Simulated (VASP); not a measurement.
A run of VASP 6.6.1 is set up as follows.

The input INCAR:

```
SYSTEM = H2RuCl
ALGO     = Normal         ! electronic algorithm
EDIFF    = 1E-6           ! SCF threshold, eV
EDIFFG   = -0.04          ! ionic threshold
ENCUT    = 600            ! plane-wave cutoff, eV
GGA      = PE             ! functional
IBRION   = 2              ! ionic algorithm
ISIF     = 3              ! what is computed and relaxed
ISMEAR   = 0              ! smearing method
ISPIN    = 2              ! spin polarisation
LASPH    = .TRUE.         ! aspherical terms in the spheres
LCHARG   = .FALSE.        ! write CHGCAR
LMAXMIX  = 4              ! l up to which the mixer works
LORBIT   = 11             ! projections on sites
LREAL    = .FALSE.        ! projectors in reciprocal space
LWAVE    = .FALSE.        ! write WAVECAR
MAGMOM   = 0 0 1 0        ! initial moments
NELM     = 150            ! most SCF steps
NSW      = 90             ! ionic steps
PREC     = Accurate       ! precision mode
SIGMA    = 0.1            ! smearing width, eV
```

KPOINTS

```
k-points
0
G
  6 6 4
  0 0 0
```

File POSCAR:

```
H2RuCl
1.0
    3.3534093800      0.0000000000      0.0000000000
   -1.6767046900      2.9041377100      0.0000000000
    0.0000000000      0.0000000000      5.4685576100
H Ru Cl
2 1 1
Direct
    0.6666666700      0.3333333300      0.2642000000
    0.3333333300      0.6666666700      0.7358000000
    0.0000000000      0.0000000000      0.5000000000
    0.0000000000      0.0000000000      0.0000000000
```

Potentials or basis: VASP PAW PBE potentials, release 64 (H, Ru_pv, Cl).

The run is started by

```sh
$ cat potpaw_PBE.64/H/POTCAR potpaw_PBE.64/Ru_pv/POTCAR potpaw_PBE.64/Cl/POTCAR > POTCAR
$ mpirun -np 1 vasp_std > vasp.out
```

(1) Estimate the space group after relaxing (to 0.1 Å).

(2) Estimate the relaxed volume.

Results:

(1) P-3m1 (No. 164).

(2) 9.99 Å³/atom.

Caveat: the k points lie up to 0.39 Å⁻¹ apart in the final cell; the volume moved by over 15 % at a fixed basis, so the end points are rough.
